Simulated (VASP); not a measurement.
# NaH (Fm-3m) in VASP: a series of runs

Runs on NaH. Level: PBEsol. Tasks: single point.

All numbers are computed with VASP 6.6.1; they aren't measurements. Logs are shortened: lines on timing, memory, paths and dates and some standing lists are left out, and cuts for length are marked.

**1. The cell of the first run**

The structure is cubic, space group Fm-3m (No. 225). The conventional cell has a = 4.398 Å, b = 4.398 Å, c = 4.398 Å, α = 90.00°, β = 90.00°, γ = 90.00°. Na (site symmetry m-3m) has 6 H at 2.20 Å within 2.9 Å. Within 2.9 Å of H (site symmetry m-3m) lie 6 Na at 2.20 Å.

**2. Single point, PBEsol**

INCAR reads:

```
PREC = Accurate
ENCUT = 520
EDIFF = 1E-7
ISMEAR = 0
SIGMA = 0.01
LREAL = F
LASPH = T
NELM = 80
ALGO = Normal
ISIF = 2
LWAVE = F
LCHARG = F
GGA = PS
NBANDS = 11
```

KPOINTS reads:

```
regular mesh
0
Gamma
  8 8 8
```

POSCAR reads:

```
NaH
1.0
    2.1989746614      2.1989746614      0.0000000000
   -2.1989746614      2.1989746614      0.0000000000
    0.0000000000      2.1989746614      2.1989746614
Na H
1 1
Direct
    0.0000000000      0.0000000000      0.0000000000
    0.5000000000      0.5000000000      0.0000000000
```

Potentials or basis: VASP PAW PBE potentials, release 64 (Na_pv, H).

Command:

```
$ cat potpaw_PBE.64/Na_pv/POTCAR potpaw_PBE.64/H/POTCAR > POTCAR
$ mpirun -np 1 vasp_std > vasp.out
```

OUTCAR:

```text
PREC = Accurate
   ENCUT = 520
   EDIFF = 1E-7
   ISMEAR = 0
   LREAL = F
   LASPH = T
   NELM = 80
   ISIF = 2
   GGA = PS

 ion  position               nearest neighbor table
   1  0.000  0.000  0.000-
   2  0.500  0.500  0.000-

  LATTYP: Found a face centered cubic cell.
 ALAT       =     4.3979493228

  Lattice vectors:

 A1 = (   0.0000000000,   2.1989746614,   2.1989746614)
 A2 = (   2.1989746614,   0.0000000000,   2.1989746614)
 A3 = (   2.1989746614,   2.1989746614,   0.0000000000)

Analysis of symmetry for initial positions (statically):
=====================================================================
 Subroutine PRICEL returns:
 Original cell was already a primitive cell.

 Routine SETGRP: Setting up the symmetry group for a
 face centered cubic supercell.

 Subroutine GETGRP returns: Found 48 space group operations
 (whereof 48 operations were pure point group operations)
 out of a pool of 48 trial point group operations.

The static configuration has the point symmetry O_h .

Analysis of symmetry for dynamics (positions and initial velocities):
=====================================================================
 Subroutine PRICEL returns:
 Original cell was already a primitive cell.

 Routine SETGRP: Setting up the symmetry group for a
 face centered cubic supercell.

 Subroutine GETGRP returns: Found 48 space group operations
 (whereof 48 operations were pure point group operations)
 out of a pool of 48 trial point group operations.

The dynamic configuration has the point symmetry O_h .

 Subroutine INISYM returns: Found 48 space group operations
 (whereof 48 operations are pure point group operations),
 and found     1 'primitive' translations

----------------------------------------------------------------------------------------

                                     Primitive cell

  volume of cell :      21.2662

  direct lattice vectors                    reciprocal lattice vectors
     2.198974661  2.198974661  0.000000000     0.227378700  0.227378700 -0.227378700
    -2.198974661  2.198974661  0.000000000    -0.227378700  0.227378700 -0.227378700
     0.000000000  2.198974661  2.198974661     0.000000000  0.000000000  0.454757400

  length of vectors
     3.109819789  3.109819789  3.109819789     0.393831461  0.393831461  0.454757400

  position of ions in fractional coordinates (direct lattice)
     0.000000000  0.000000000  0.000000000
     0.500000000  0.500000000  0.000000000

  ion indices of the primitive-cell ions
   primitive index   ion index
                 1           1
                 2           2

----------------------------------------------------------------------------------------

 KPOINTS: regular mesh

Automatic generation of k-mesh.
 Grid dimensions read from file:
 generate k-points for:    8    8    8

 Generating k-lattice:

  Cartesian coordinates                     Fractional coordinates (reciprocal lattice)
     0.028422338  0.028422338 -0.028422338     0.125000000  0.000000000  0.000000000
    -0.028422338  0.028422338 -0.028422338     0.000000000  0.125000000  0.000000000
     0.000000000  0.000000000  0.056844675     0.000000000  0.000000000  0.125000000

  Length of vectors
     0.049228933  0.049228933  0.056844675

  Shift w.r.t. Gamma in fractional coordinates (k-lattice)
     0.000000000  0.000000000  0.000000000

 Subroutine IBZKPT returns following result:
 ===========================================

 Found     29 irreducible k-points:

 Following reciprocal coordinates:
            Coordinates               Weight
  0.000000  0.000000  0.000000      1.000000
  0.125000  0.000000  0.000000      8.000000
  0.250000  0.000000  0.000000      8.000000
  0.375000  0.000000  0.000000      8.000000
  0.500000  0.000000  0.000000      4.000000
  0.125000  0.125000  0.000000     12.000000
[... 16 lines left out ...]
  0.375000  0.250000  0.125000     48.000000
  0.500000  0.250000  0.125000     24.000000
 [... further k-points ...]
   k-points           NKPTS =     29   k-points in BZ     NKDIM =     29   number of bands    NBANDS=     11
   number of dos      NEDOS =    301   number of ions     NIONS =      2
   total plane-waves  NPLWV =  13824
   dimension x,y,z NGX =    24 NGY =   24 NGZ =   24
   dimension x,y,z NGXF=    48 NGYF=   48 NGZF=   48
   ions per type =               1   1
   NGX,Y,Z   is equivalent  to a cutoff of  12.83, 12.83, 12.83 a.u.
   NGXF,Y,Z  is equivalent  to a cutoff of  25.66, 25.66, 25.66 a.u.
 SYSTEM =  unknown system
   PREC   = accura    normal or accurate (medium, high low for compatibility)
   ISTART =      0    job   : 0-new  1-cont  2-samecut
   ICHARG =      2    charge: 1-file 2-atom 10-const
   ISPIN  =      1    spin polarized calculation?
   LNONCOLLINEAR =      F non collinear calculations
   LSORBIT =      F    spin-orbit coupling
   LASPH  =      T    aspherical Exc in radial PAW
   ENCUT  =  520.0 eV  38.22 Ry    6.18 a.u.   5.78  5.78  5.78*2*pi/ulx,y,z
   NELM   =     80;   NELMIN=  2; NELMDL= -5     # of ELM steps
   EDIFF  = 0.1E-06   stopping-criterion for ELM
   LREAL  =      F    real-space projection
   EDIFFG = 0.1E-05   stopping-criterion for IOM
   NSW    =      0    number of steps for IOM
   IBRION =     -1    ionic relax: 0-MD 1-quasi-New 2-CG
   NFREE  =      0    steps in history (QN), initial steepest desc. (CG)
   ISIF   =      2    stress and relaxation
   ISYM   =      2    0-nonsym 1-usesym 2-fastsym
   POTIM  = 0.5000    time-step for ionic-motion
   TEBEG  =    0.0;   TEEND  =   0.0 temperature during run
   PSTRESS=    0.0 pullay stress
   NELECT =       8.0000    total number of electrons
   NUPDOWN=      -1.0000    fix difference up-down
   EMIN   =  10.00;   EMAX   =-10.00  energy-range for DOS
   EFERMI =   0.00;   METHOD = LEGACY
   ISMEAR =     0;   SIGMA  =   0.01  broadening in eV -4-tet -1-fermi 0-gaus
   EFERMI_NEDOS =   21; number of points for ismear=-14 and -15
   IALGO  =     38    algorithm
   IMIX   =      4    mixing-type and parameters
     AMIX     =   0.40;   BMIX     =  1.00
     AMIX_MAG =   1.60;   BMIX_MAG =  1.00
  volume/ion in A,a.u.               =      10.63        71.76
  Fermi-wavevector in a.u.,A,eV,Ry     =   1.181793  2.233264 19.002356  1.396634
  Thomas-Fermi vector in A             =   2.318059
   LORBIT       =      0    0 simple, 1 ext, 2 COOP (PROOUT), +10 PAW based schemes
   GGA     = PS    functional components
   LHFCALC =     F    Hartree Fock is set to
   AEXX    =    0.0000 exact exchange contribution
   IVDW    =     0    specifies the selected vdW correction
   LEPSILON=     F    determine dielectric tensor
   LRPA    =     F    only Hartree local field effects (RPA)
 non-spin polarized calculation
 Gauss-broadening in eV      SIGMA  =   0.01
  energy-cutoff  :      520.00
  volume of cell :       21.27
 maximum number of plane-waves:       588
   NGX = 11   NGY = 11   NGZ = 11

 number of electron       8.0000003 magnetization

 Free energy of the ion-electron system (eV)
  ---------------------------------------------------
  ext. energy  EPLUGINS =         0.00000000
  ---------------------------------------------------
  free energy    TOTEN  =        -4.92342435 eV

  energy without entropy =       -4.92342435  energy(sigma->0) =       -4.92342435

 E-fermi :   0.0655     XC(G=0):  -8.9160

 val. band max:       -0.0272994261   @ k =   0.5000   0.5000   0.2500
 cond. band min:       4.0032736665   @ k =   0.5000   0.0000   0.0000
 fundamental gap:      4.0305730926
 Fermi energy:         0.0654791395

 k-point     1 :       0.0000    0.0000    0.0000
  band No.  band energies     occupation
      1     -21.6184      2.00000
      2     -21.6184      2.00000
      3     -21.6184      2.00000
      4      -4.6190      2.00000
      5      13.1487      0.00000
      6      17.5772      0.00000
      7      17.5773      0.00000
      8      17.5773      0.00000
      9      19.3311      0.00000
     10      19.3311      0.00000
     11      19.3311      0.00000

 k-point     2 :       0.1250    0.0000    0.0000
  band No.  band energies     occupation
      1     -21.6556      2.00000
      2     -21.6224      2.00000
      3     -21.6224      2.00000
      4      -4.2743      2.00000
      5      11.7443      0.00000
      6      14.8133      0.00000
      7      16.8650      0.00000
      8      16.8650      0.00000
      9      20.0312      0.00000
     10      20.0312      0.00000
     11      20.4230      0.00000

 k-point     3 :       0.2500    0.0000    0.0000
  band No.  band energies     occupation
      1     -21.7435      2.00000
      2     -21.6318      2.00000
      3     -21.6318      2.00000
      4      -3.2978      2.00000
      5       8.4511      0.00000
      6      13.4452      0.00000
      7      15.9209      0.00000
      8      15.9209      0.00000
      9      20.1458      0.00000
     10      20.1458      0.00000
     11      22.1369      0.00000

 k-point     4 :       0.3750    0.0000    0.0000
  band No.  band energies     occupation
      1     -21.8290      2.00000
      2     -21.6413      2.00000
      3     -21.6413      2.00000
      4      -1.9225      2.00000
      5       5.4395      0.00000
      6      12.8679      0.00000
      7      15.2711      0.00000
      8      15.2711      0.00000
      9      19.6643      0.00000
     10      19.6643      0.00000
     11      22.7227      0.00000
[... 239 lines left out ...]
 k-point    22 :       0.2500    0.2500    0.1250
  band No.  band energies     occupation
      1     -21.7626      2.00000
      2     -21.6730      2.00000
      3     -21.6450      2.00000
      4      -2.5263      2.00000
      5       8.0736      0.00000
      6      10.2246      0.00000
      7      14.1654      0.00000
      8      17.1875      0.00000
      9      18.3798      0.00000
     10      21.3963      0.00000
     11      24.4359      0.00000

 k-point    23 :       0.3750    0.2500    0.1250
  band No.  band energies     occupation
      1     -21.8060      2.00000
      2     -21.6974      2.00000
      3     -21.6573      2.00000
      4      -1.3238      2.00000
      5       6.0669      0.00000
      6       9.0048      0.00000
      7      13.2021      0.00000
      8      17.6833      0.00000
      9      18.9246      0.00000
     10      21.5432      0.00000
     11      24.1295      0.00000

 k-point    24 :       0.5000    0.2500    0.1250
  band No.  band energies     occupation
      1     -21.8244      2.00000
      2     -21.7050      2.00000
      3     -21.6643      2.00000
      4      -0.6056      2.00000
      5       4.9382      0.00000
      6       8.7565      0.00000
      7      12.8062      0.00000
      8      17.7000      0.00000
      9      18.7972      0.00000
     10      22.6651      0.00000
     11      25.2223      0.00000

 [... further k-points ...]

------------------------ aborting loop because EDIFF is reached ----------------------------------------

  FORCE on cell =-STRESS in cart. coord.  units (eV):
  Direction    XX          YY          ZZ          XY          YZ          ZX
  --------------------------------------------------------------------------------------
  -------------------------------------------------------------------------------------
  Total        1.3381006      1.3381006      1.3381006      0.0000000      0.0000000     -0.0000000
  in kB      100.8111750    100.8111750    100.8111750      0.0000000      0.0000000     -0.0000000
  external PRESSURE =     100.8111750 kB  Pullay stress =       0.0000000 kB

 VOLUME and BASIS-vectors are now :
 -----------------------------------------------------------------------------
  energy-cutoff  :      520.00
  volume of cell :       21.27
      direct lattice vectors                 reciprocal lattice vectors
     2.198974661  2.198974661  0.000000000     0.227378700  0.227378700 -0.227378700
    -2.198974661  2.198974661  0.000000000    -0.227378700  0.227378700 -0.227378700
     0.000000000  2.198974661  2.198974661     0.000000000  0.000000000  0.454757400

 POSITION                                       TOTAL-FORCE (eV/Angst)
 -----------------------------------------------------------------------------------
      0.00000      0.00000      0.00000        -0.000000      0.000000      0.000000
      0.00000      2.19897      0.00000         0.000000     -0.000000      0.000000
 -----------------------------------------------------------------------------------
    total drift:                               -0.000000     -0.000000     -0.000000

  FREE ENERGIE OF THE ION-ELECTRON SYSTEM (eV)
  ---------------------------------------------------
  free  energy   TOTEN  =        -4.9234243486 eV

  energy  without entropy=       -4.9234243486  energy(sigma->0) =       -4.92342435
```

Wall time 15 s (1 thread of AMD EPYC 7R13, shared host); peak memory 0.1 GiB.

What came out:

```
Free energy            : -4.9234 eV
Pressure               : 10.1 GPa
Band gap on the k mesh : 4.03 eV, indirect (least direct gap 5.04 eV)
```

Caveat: the PAW data sets were made with another functional, which shifts forces and pressure a little. A k mesh can miss the band edges.

**3. Single point, PBEsol**

This run uses another cell than the first one, of 12.08 Å³/atom, 1.136 times its volume.

INCAR is that of step 2.

KPOINTS reads:

```
Automatic mesh
0
Gamma
  8 8 8
```

POSCAR reads:

```
NaH
1.0
    2.2944277329      2.2944277329      0.0000000000
   -2.2944277329      2.2944277329      0.0000000000
    0.0000000000      2.2944277329      2.2944277329
Na H
1 1
Direct
    0.0000000000      0.0000000000      0.0000000000
    0.5000000000      0.5000000000      0.0000000000
```

Potentials or basis: VASP PAW PBE potentials, release 64 (Na_pv, H).

Command:

```
$ cat potpaw_PBE.64/Na_pv/POTCAR potpaw_PBE.64/H/POTCAR > POTCAR
$ mpirun -np 1 vasp_std > vasp.out
```

Wall time 16 s (1 thread of AMD EPYC 7R13, shared host); peak memory 0.1 GiB.

The run converged. Its results:

| Property | Result |
| --- | --- |
| Free energy | -5.0469 eV |
| Pressure | 4.0 GPa |
| Band gap on the k mesh | 3.81 eV, indirect (least direct gap 4.78 eV) |

Levels at points of the mesh, in eV from the valence-band top:
```csv
k point,band 1,band 2,band 3,band 4,band 5,band 6,band 7,band 8,band 9
"(0.00, 0.00, 0.00)",-21.76,-21.76,-21.76,-4.19,11.86,16.58,16.58,16.58,17.94
"(0.50, 0.00, 0.00)",-21.92,-21.77,-21.77,-0.97,3.81,11.74,14.21,14.21,17.92
"(0.50, 0.50, 0.00)",-21.90,-21.81,-21.81,-0.22,4.73,10.34,11.50,11.50,13.39
```

Caveat: the PAW data sets were made with another functional, which shifts forces and pressure a little. A k mesh can miss the band edges.
